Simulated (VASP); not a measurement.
Crystal: Ge.

```
Ge
1.0
     4.00262    0.00000    0.00000
    -2.00131    3.46637    0.00000
     0.00000    0.00000   10.13824
Ge
6
Direct
  0.00000 0.00000 0.50000
  0.00000 0.00000 0.00000
  0.66667 0.33333 0.37429
  0.33333 0.66667 0.62571
  0.33333 0.66667 0.87429
  0.66667 0.33333 0.12571
```

The cell was generated, and may not be a known phase.

```yaml
Program: VASP 6.6.1
Task: relaxation of cell and atoms
Functional: PBE
Potentials_or_basis: VASP PAW PBE potentials, release 64 (Ge_d)
Cutoff: 600 eV
k_mesh: 12 × 12 × 4
Occupations: gaussian, width 0.1 eV
Spin: no spin polarisation
```

At the start: pressure 0.5 GPa; volume 23.44 Å³/atom.

Q: Where does the relaxation end?

A: Over 10 steps the energy falls by 7.5 meV/atom and the volume is 23.19 Å³/atom (-1.1 %); space group P6_3/mmc (No. 194, to 0.1 Å) before and after.

Step by step:
| step | energy change (eV) | largest force (eV/Å) | pressure (GPa) | volume (Å³) |
| --- | --- | --- | --- | --- |
| 1 | 0.0000 | 0.0477 | 0.46 | 140.66 |
| 2 | -0.0164 | 0.0710 | -0.17 | 142.02 |
| 3 | -0.0188 | 0.1324 | -0.52 | 142.87 |
| 4 | -0.0283 | 0.1682 | -0.31 | 141.71 |
| 5 | -0.0358 | 0.2178 | 0.23 | 139.32 |
| 6 | -0.0418 | 0.1095 | 0.13 | 138.94 |
| 7 | -0.0426 | 0.0508 | 0.07 | 138.74 |
| 8 | -0.0446 | 0.0195 | 0.00 | 138.97 |
| 9 | -0.0449 | 0.0042 | -0.01 | 139.07 |
| 10 | -0.0449 | 0.0025 | 0.00 | 139.11 |

Final structure:
```cif
data_structure
_symmetry_space_group_name_H-M 'P 1'
_symmetry_Int_Tables_number 1
_cell_length_a 3.9094
_cell_length_b 3.9094
_cell_length_c 10.5105
_cell_angle_alpha 90.000
_cell_angle_beta 90.000
_cell_angle_gamma 120.000
_cell_volume 139.11
loop_
_atom_site_label
_atom_site_type_symbol
_atom_site_fract_x
_atom_site_fract_y
_atom_site_fract_z
_atom_site_occupancy
Ge1 Ge 0.00000 0.00000 0.50000 1
Ge2 Ge 0.00000 0.00000 0.00000 1
Ge3 Ge 0.66667 0.33333 0.37097 1
Ge4 Ge 0.33333 0.66667 0.62903 1
Ge5 Ge 0.33333 0.66667 0.87097 1
Ge6 Ge 0.66667 0.33333 0.12903 1
```
